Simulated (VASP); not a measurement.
A run of VASP 6.6.1 is set up as follows.

File INCAR:

```
PREC = Accurate ; ENCUT = 520
EDIFF = 1E-6 ; ISMEAR = 0
SIGMA = 0.15 ; LREAL = F
LASPH = T ; NELM = 60
ALGO = Fast ; ISIF = 2
LWAVE = F ; LCHARG = F
GGA = PS ; NBANDS = 10
```

The input KPOINTS:

```
Automatic mesh
0
Gamma
  18 18 10
```

The input POSCAR:

```
Al
1.0
    3.0093000000      0.0000000000      0.0000000000
   -1.5046500000      2.6061302476      0.0000000000
    0.0000000000      0.0000000000      4.5641000000
Al
2
Direct
    0.6666666667      0.3333333333      0.7500000000
    0.3333333333      0.6666666667      0.2500000000
```

Potentials or basis: VASP PAW PBE potentials, release 64 (Al).

The run is started by

```sh
$ cat potpaw_PBE.64/Al/POTCAR > POTCAR
$ mpirun -np 1 vasp_std > vasp.out
```

(1) What does it give for the band gap on the k mesh?

(2) What does it give for the pressure?

Answers

(1) zero (band 3 reaches 12.12 eV, above the bottom of band 4 at 3.91 eV).

(2) -5.5 GPa.

Caveat: the PAW data sets were made with another functional, which shifts forces and pressure a little.
